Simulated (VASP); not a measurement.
A run of VASP 6.6.1 is set up as follows.

File INCAR:

```
SYSTEM = Al
PREC = Accurate ; ENCUT = 520
EDIFF = 1E-7 ; ISMEAR = -1
SIGMA = 0.05 ; LREAL = .FALSE.
LASPH = .TRUE. ; NELM = 100
ALGO = Fast ; ISIF = 2
LWAVE = .FALSE. ; LCHARG = .FALSE.
GGA = CA ; NBANDS = 8
```

KPOINTS

```
regular mesh
0
G
  6 7 6
  0 0 0
```

File POSCAR:

```
Al
1.0
   -0.0204552100      1.9706540500      2.0438328400
    2.0026569100      0.0099662700      2.0134113600
    2.0592944800      1.9968701300     -0.0466712900
Al
1
Direct
    0.0000000000      0.0000000000      0.0000000000
```

Potentials or basis: VASP PAW LDA potentials, release 64 (Al).

Launch:

```console
$ cat potpaw_LDA.64/Al/POTCAR > POTCAR
$ mpirun -np 1 vasp_std > vasp.out
```

Task: Estimate the pressure.

Result: -3.5 GPa.

Task: What does it give for the band gap on the k mesh?

Result: Zero (an odd number of electrons rules out a gap without spin polarisation).

Stress tensor (GPa, compression positive):
```
-5.07  0.60  3.39
 0.60 -1.60 -0.24
 3.39 -0.24 -3.75
```

Caveat: the k points lie up to 0.45 Å⁻¹ apart, too coarse for converged energies and pressures of a metal.
